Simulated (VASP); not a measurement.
# Ti5Si (R32) in VASP: single point with PBE

Aim: the single point of Ti5Si with PBE.

Program: VASP 6.6.1. These are calculated values, not measurements. Logs are shortened: lines on timing, memory, paths and dates and some standing lists are left out, and cuts for length are marked.

## 1. The cell of the first run

The structure is trigonal, space group R32 (No. 155). Conventional cell: a = 5.330 Å, b = 5.330 Å, c = 11.948 Å, α = 90.00°, β = 90.00°, γ = 120.00°. Ti (site symmetry 3) has 13 Ti at 2.72 to 3.69 Å and 3 Si at 3.08 Å within 3.7 Å. Ti (site symmetry 2) has 2 Si at 2.58 Å and 8 Ti at 2.72 to 2.83 Å within 3.4 Å. Si (site symmetry 32) has 12 Ti at 2.58 to 3.08 Å within 3.4 Å.

## 2. Single point, PBE

INCAR

```
SYSTEM = Ti5Si
PREC     = Accurate       ! precision mode
ENCUT    = 520            ! plane-wave cutoff, eV
EDIFF    = 1E-6           ! SCF threshold, eV
ISMEAR   = 0              ! smearing method
SIGMA    = 0.15           ! smearing width, eV
LREAL    = .False.        ! projectors in reciprocal space
LASPH    = .True.         ! aspherical terms in the spheres
NELM     = 80             ! most SCF steps
ALGO     = Fast           ! electronic algorithm
ISIF     = 2              ! what is computed and relaxed
LWAVE    = .False.        ! write WAVECAR
LCHARG   = .False.        ! write CHGCAR
GGA      = PE             ! functional
NBANDS   = 41             ! bands
```

KPOINTS

```
regular mesh
0
Gamma
  12 12 12
  0 0 0
```

POSCAR

```
Ti5Si
1.0
    2.6647633451      1.5385018346      3.9826153838
   -2.6647633451      1.5385018346      3.9826153838
    0.0000000000     -3.0770036692      3.9826153838
Ti Si
5 1
Direct
    0.1513621523      0.1513621523      0.1513621523
    0.6045557533      0.3954442467      0.0000000000
    0.0000000000      0.6045557533      0.3954442467
    0.8486378477      0.8486378477      0.8486378477
    0.3954442467      0.0000000000      0.6045557533
    0.5000000000      0.5000000000      0.5000000000
```

Potentials or basis: VASP PAW PBE potentials, release 64 (Ti_sv, Si).

Command:

```bash
$ cat potpaw_PBE.64/Ti_sv/POTCAR potpaw_PBE.64/Si/POTCAR > POTCAR
$ mpirun -np 1 vasp_std > vasp.out
```

OUTCAR:

```text
SYSTEM = Ti5Si
   PREC = Accurate
   ENCUT = 520
   EDIFF = 1E-6
   ISMEAR = 0
   LREAL = .False.
   LASPH = .True.
   NELM = 80
   ISIF = 2
   GGA = PE

 ion  position               nearest neighbor table
   1  0.151  0.151  0.151-   2 2.72   5 2.72   3 2.72   3 2.78   5 2.78   2 2.78
   2  0.605  0.395  0.000-   6 2.58   6 2.58   1 2.72   4 2.72   1 2.78   4 2.78   5 2.83   3 2.83
                             5 2.83   3 2.83
   3  0.000  0.605  0.395-   6 2.58   6 2.58   4 2.72   1 2.72   1 2.78   4 2.78   2 2.83   2 2.83
                             5 2.83   5 2.83
   4  0.849  0.849  0.849-   2 2.72   3 2.72   5 2.72   5 2.78   3 2.78   2 2.78
   5  0.395  0.000  0.605-   6 2.58   6 2.58   1 2.72   4 2.72   4 2.78   1 2.78   2 2.83   2 2.83
                             3 2.83   3 2.83
   6  0.500  0.500  0.500-   2 2.58   2 2.58   3 2.58   5 2.58   5 2.58   3 2.58

  LATTYP: Found a trigonal (rhomboedric) cell.
 ALAT       =     5.0328100377
 COS(alpha) =     0.4393056103

  Lattice vectors:

 A1 = (   2.6647633451,   1.5385018346,   3.9826153838)
 A2 = (  -2.6647633451,   1.5385018346,   3.9826153838)
 A3 = (   0.0000000000,  -3.0770036692,   3.9826153838)

Analysis of symmetry for initial positions (statically):
=====================================================================
 Subroutine PRICEL returns:
 Original cell was already a primitive cell.

 Routine SETGRP: Setting up the symmetry group for a
 trigonal (rhombohedral) supercell.

 Subroutine GETGRP returns: Found  6 space group operations
 (whereof  6 operations were pure point group operations)
 out of a pool of 12 trial point group operations.

The static configuration has the point symmetry D_3 .

Analysis of symmetry for dynamics (positions and initial velocities):
=====================================================================
 Subroutine PRICEL returns:
 Original cell was already a primitive cell.

 Routine SETGRP: Setting up the symmetry group for a
 trigonal (rhombohedral) supercell.

 Subroutine GETGRP returns: Found  6 space group operations
 (whereof  6 operations were pure point group operations)
 out of a pool of 12 trial point group operations.

The dynamic configuration has the point symmetry D_3 .

 Subroutine INISYM returns: Found  6 space group operations
 (whereof  6 operations are pure point group operations),
 and found     1 'primitive' translations

----------------------------------------------------------------------------------------

                                     Primitive cell

  volume of cell :      97.9662

  direct lattice vectors                    reciprocal lattice vectors
     2.664763345  1.538501835  3.982615384     0.187633923  0.108330496  0.083697094
    -2.664763345  1.538501835  3.982615384    -0.187633923  0.108330496  0.083697094
     0.000000000 -3.077003669  3.982615384     0.000000000 -0.216660992  0.083697094

  length of vectors
     5.032810038  5.032810038  5.032810038     0.232265342  0.232265342  0.232265342

  position of ions in fractional coordinates (direct lattice)
     0.151362152  0.151362152  0.151362152
     0.604555753  0.395444247  0.000000000
     0.000000000  0.604555753  0.395444247
     0.848637848  0.848637848  0.848637848
     0.395444247  0.000000000  0.604555753
     0.500000000  0.500000000  0.500000000

  ion indices of the primitive-cell ions
   primitive index   ion index
                 1           1
                 2           2
                 3           3
                 4           4
                 5           5
                 6           6

----------------------------------------------------------------------------------------

 KPOINTS: regular mesh

Automatic generation of k-mesh.
 Grid dimensions read from file:
 generate k-points for:   12   12   12

 Generating k-lattice:

  Cartesian coordinates                     Fractional coordinates (reciprocal lattice)
     0.015636160  0.009027541  0.006974758     0.083333333  0.000000000  0.000000000
    -0.015636160  0.009027541  0.006974758     0.000000000  0.083333333  0.000000000
     0.000000000 -0.018055083  0.006974758     0.000000000  0.000000000  0.083333333

  Length of vectors
     0.019355445  0.019355445  0.019355445

  Shift w.r.t. Gamma in fractional coordinates (k-lattice)
     0.000000000  0.000000000  0.000000000

 Subroutine IBZKPT returns following result:
 ===========================================

 Found    189 irreducible k-points:

 Following reciprocal coordinates:
            Coordinates               Weight
  0.000000  0.000000  0.000000      1.000000
  0.083333  0.000000  0.000000      6.000000
  0.166667  0.000000  0.000000      6.000000
  0.250000 -0.000000  0.000000      6.000000
  0.333333  0.000000 -0.000000      6.000000
  0.416667 -0.000000  0.000000      6.000000
[... 16 lines left out ...]
  0.500000  0.166667 -0.000000     12.000000
 -0.416667  0.166667 -0.000000     12.000000
 [... further k-points ...]
   k-points           NKPTS =    189   k-points in BZ     NKDIM =    189   number of bands    NBANDS=     41
   number of dos      NEDOS =    301   number of ions     NIONS =      6
   total plane-waves  NPLWV =  64000
   dimension x,y,z NGX =    40 NGY =   40 NGZ =   40
   dimension x,y,z NGXF=    80 NGYF=   80 NGZF=   80
   ions per type =               5   1
   NGX,Y,Z   is equivalent  to a cutoff of  13.21, 13.21, 13.21 a.u.
   NGXF,Y,Z  is equivalent  to a cutoff of  26.43, 26.43, 26.43 a.u.
 SYSTEM =  Ti5Si
   PREC   = accura    normal or accurate (medium, high low for compatibility)
   ISTART =      0    job   : 0-new  1-cont  2-samecut
   ICHARG =      2    charge: 1-file 2-atom 10-const
   ISPIN  =      1    spin polarized calculation?
   LNONCOLLINEAR =      F non collinear calculations
   LSORBIT =      F    spin-orbit coupling
   LASPH  =      T    aspherical Exc in radial PAW
   ENCUT  =  520.0 eV  38.22 Ry    6.18 a.u.   9.36  9.36  9.36*2*pi/ulx,y,z
   NELM   =     80;   NELMIN=  2; NELMDL= -5     # of ELM steps
   EDIFF  = 0.1E-05   stopping-criterion for ELM
   LREAL  =      F    real-space projection
   EDIFFG = 0.1E-04   stopping-criterion for IOM
   NSW    =      0    number of steps for IOM
   IBRION =     -1    ionic relax: 0-MD 1-quasi-New 2-CG
   NFREE  =      0    steps in history (QN), initial steepest desc. (CG)
   ISIF   =      2    stress and relaxation
   ISYM   =      2    0-nonsym 1-usesym 2-fastsym
   POTIM  = 0.5000    time-step for ionic-motion
   TEBEG  =    0.0;   TEEND  =   0.0 temperature during run
   PSTRESS=    0.0 pullay stress
   NELECT =      64.0000    total number of electrons
   NUPDOWN=      -1.0000    fix difference up-down
   EMIN   =  10.00;   EMAX   =-10.00  energy-range for DOS
   EFERMI =   0.00;   METHOD = LEGACY
   ISMEAR =     0;   SIGMA  =   0.15  broadening in eV -4-tet -1-fermi 0-gaus
   EFERMI_NEDOS =   21; number of points for ismear=-14 and -15
   IALGO  =     68    algorithm
   IMIX   =      4    mixing-type and parameters
     AMIX     =   0.40;   BMIX     =  1.00
     AMIX_MAG =   1.60;   BMIX_MAG =  1.00
  volume/ion in A,a.u.               =      16.33       110.18
  Fermi-wavevector in a.u.,A,eV,Ry     =   1.420505  2.684365 27.454300  2.017834
  Thomas-Fermi vector in A             =   2.541413
   LORBIT       =      0    0 simple, 1 ext, 2 COOP (PROOUT), +10 PAW based schemes
   GGA     = PE    functional components
   LHFCALC =     F    Hartree Fock is set to
   AEXX    =    0.0000 exact exchange contribution
   IVDW    =     0    specifies the selected vdW correction
   LEPSILON=     F    determine dielectric tensor
   LRPA    =     F    only Hartree local field effects (RPA)
 non-spin polarized calculation
 RMM-DIIS sequential band-by-band and
 Gauss-broadening in eV      SIGMA  =   0.15
  energy-cutoff  :      520.00
  volume of cell :       97.97
 maximum number of plane-waves:      2654
 NGX is ok and might be reduce to    40
   NGX = 19   NGY = 19   NGZ = 19

 number of electron      64.0000003 magnetization

 Free energy of the ion-electron system (eV)
  ---------------------------------------------------
  ext. energy  EPLUGINS =         0.00000000
  ---------------------------------------------------
  free energy    TOTEN  =       -45.73805630 eV

  energy without entropy =      -45.67030892  energy(sigma->0) =      -45.70418261

 E-fermi :   8.7851     XC(G=0): -11.5795

 val. band max:        8.7846006352   @ k =   0.0833   0.0833   0.0833
 cond. band min:       8.7866182738   @ k =  -0.4167   0.4167   0.2500
 fundamental gap:      0.0020176386
 Fermi energy:         8.7851405459

 k-point     1 :       0.0000    0.0000    0.0000
  band No.  band energies     occupation
      1     -48.0071      2.00000
      2     -47.9293      2.00000
      3     -47.7724      2.00000
      4     -47.7364      2.00000
      5     -47.7364      2.00000
      6     -24.5591      2.00000
[... 33 lines left out ...]
     40      10.5825      0.00000
     41      10.7924      0.00000

 k-point     2 :       0.0833    0.0000    0.0000
  band No.  band energies     occupation
      1     -48.0053      2.00000
      2     -47.9299      2.00000
      3     -47.7731      2.00000
      4     -47.7375      2.00000
      5     -47.7359      2.00000
      6     -24.5551      2.00000
[... 33 lines left out ...]
     40      10.5405      0.00000
     41      10.7005      0.00000

 k-point     3 :       0.1667    0.0000    0.0000
  band No.  band energies     occupation
      1     -48.0002      2.00000
      2     -47.9320      2.00000
      3     -47.7747      2.00000
      4     -47.7403      2.00000
      5     -47.7346      2.00000
      6     -24.5450      2.00000
[... 875 lines left out ...]
      2     -47.9486      2.00000
      3     -47.7803      2.00000
      4     -47.7568      2.00000
      5     -47.7299      2.00000
      6     -24.5199      2.00000
[... 33 lines left out ...]
     40      10.5266      0.00000
     41      10.7241      0.00000

 k-point    24 :      -0.4167    0.1667   -0.0000
  band No.  band energies     occupation
      1     -47.9666      2.00000
      2     -47.9497      2.00000
      3     -47.7785      2.00000
      4     -47.7585      2.00000
      5     -47.7293      2.00000
      6     -24.5155      2.00000
[... 33 lines left out ...]
     40      10.4569      0.00000
     41      10.8415      0.00000

 [... further k-points ...]

------------------------ aborting loop because EDIFF is reached ----------------------------------------

  FORCE on cell =-STRESS in cart. coord.  units (eV):
  Direction    XX          YY          ZZ          XY          YZ          ZX
  --------------------------------------------------------------------------------------
  -------------------------------------------------------------------------------------
  Total       -1.9979590     -1.9979590      9.2714955      0.0000000     -0.0000000      0.0000000
  in kB      -32.6753968    -32.6753968    151.6296367      0.0000000     -0.0000000      0.0000000
  external PRESSURE =      28.7596143 kB  Pullay stress =       0.0000000 kB

 VOLUME and BASIS-vectors are now :
 -----------------------------------------------------------------------------
  energy-cutoff  :      520.00
  volume of cell :       97.97
      direct lattice vectors                 reciprocal lattice vectors
     2.664763345  1.538501835  3.982615384     0.187633923  0.108330496  0.083697094
    -2.664763345  1.538501835  3.982615384    -0.187633923  0.108330496  0.083697094
     0.000000000 -3.077003669  3.982615384     0.000000000 -0.216660992  0.083697094

 POSITION                                       TOTAL-FORCE (eV/Angst)
 -----------------------------------------------------------------------------------
      0.00000      0.00000      1.80845         0.000000      0.000000     -0.693268
      0.55723      1.53850      3.98262         0.041680     -0.000000     -0.000000
     -1.61100     -0.28667      3.98262        -0.020840      0.036096     -0.000000
      0.00000      0.00000     10.13939         0.000000      0.000000      0.693268
      1.05377     -1.25183      3.98262        -0.020840     -0.036096     -0.000000
      0.00000      0.00000      5.97392         0.000000     -0.000000     -0.000000
 -----------------------------------------------------------------------------------
    total drift:                               -0.000000      0.000000      0.000000

  FREE ENERGIE OF THE ION-ELECTRON SYSTEM (eV)
  ---------------------------------------------------
  free  energy   TOTEN  =       -45.7380562986 eV

  energy  without entropy=      -45.6703089170  energy(sigma->0) =      -45.70418261
```

Wall time 59 min (1 thread of Intel Xeon Platinum 8488C (Sapphire Rapids), shared host); peak memory 0.66 GiB.

What came out:

```
Free energy            : -45.7381 eV
Pressure               : 2.9 GPa
Largest force          : 0.693 eV/Å
Band gap on the k mesh : zero (bands 32 and 33 overlap by 0.29 eV)
```

Forces on the atoms (eV/Å):
```
Ti   0.000  0.000 -0.693
Ti   0.042  0.000  0.000
Ti  -0.021  0.036  0.000
Ti   0.000  0.000  0.693
Ti  -0.021 -0.036  0.000
Si   0.000  0.000  0.000
```

Levels at points of the mesh, in eV from the Fermi level:
```csv
k point,band 29,band 30,band 31,band 32,band 33,band 34,band 35,band 36
"(0.00, 0.00, 0.00)",-1.08,-1.08,-0.53,-0.02,0.19,0.19,0.85,0.85
"(0.50, 0.00, 0.00)",-1.20,-0.80,-0.28,0.12,0.30,0.45,0.79,0.81
"(0.50, 0.50, 0.00)",-1.30,-0.63,-0.41,-0.27,-0.10,0.50,0.76,1.12
"(0.50, 0.50, 0.50)",-1.31,-0.88,-0.88,0.18,0.18,0.54,0.68,0.84
```

Caveat: the stress differs along the axes, from -3 to 15 GPa.
